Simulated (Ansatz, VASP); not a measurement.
# Ca in VASP and in Ansatz

```
Ca
1.0
    -2.19615    2.19615    2.19615
     2.19615   -2.19615    2.19615
     2.19615    2.19615   -2.19615
Ca
1
Direct
  0.00000 0.00000 0.00000
```

Alike in both runs: functional BLYP; k mesh 10 × 10 × 10; occupations fermi-dirac, width 0.1 eV; no spin polarisation.

Ansatz relaxed the structure, and its values are those at the end. VASP's run is a single point on that final structure, the one shown.

```csv
,VASP,Ansatz
version,VASP 6.6.1,Ansatz 0.2.0
potentials or method,"VASP PAW PBE potentials, release 64 (Ca_sv), cutoff 520 eV","plane waves (420 eV) with PAW, scalar-relativistic"
valence electrons in the cell,10,10
```

|  | VASP | Ansatz | Ansatz less VASP |
| --- | --- | --- | --- |
| pressure (GPa) | 0.0 | 0.0 | -0.01 |

VASP's potentials were made for PBE, not for BLYP.
